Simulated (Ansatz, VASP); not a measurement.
# BN in VASP and in Ansatz

```xyz
2
Lattice="0.0000 1.8130 1.8130 1.8130 0.0000 1.8130 1.8130 1.8130 0.0000" Properties=species:S:1:pos:R:3 pbc="T T T"
B     0.0000    0.0000    0.0000
N     2.7195    2.7195    2.7195
```

Alike in both runs: task relaxation of cell and atoms; functional LDA; k mesh 10 × 10 × 10; occupations gaussian, width 0.1 eV; no spin polarisation.

```csv
,VASP,Ansatz
version,VASP 6.6.1,Ansatz 0.2.0
potentials or method,"VASP PAW LDA potentials, release 64 (B, N), cutoff 600 eV","scalar-relativistic, plane waves, PAW"
valence electrons in the cell,8,8
```

```tsv
	VASP	Ansatz	Ansatz less VASP
gap on the k mesh at the Fermi level, each at its own relaxed structure (eV)	4.38	4.39	+0.016
relaxed volume (Å³/atom)	5.75	5.74	-0.009
relaxed cell length with the largest relative difference (Å)	2.533	2.532	-0.0013
```

LDA's correlation is that of Perdew and Zunger in VASP and of Perdew and Wang (1992) in Ansatz.
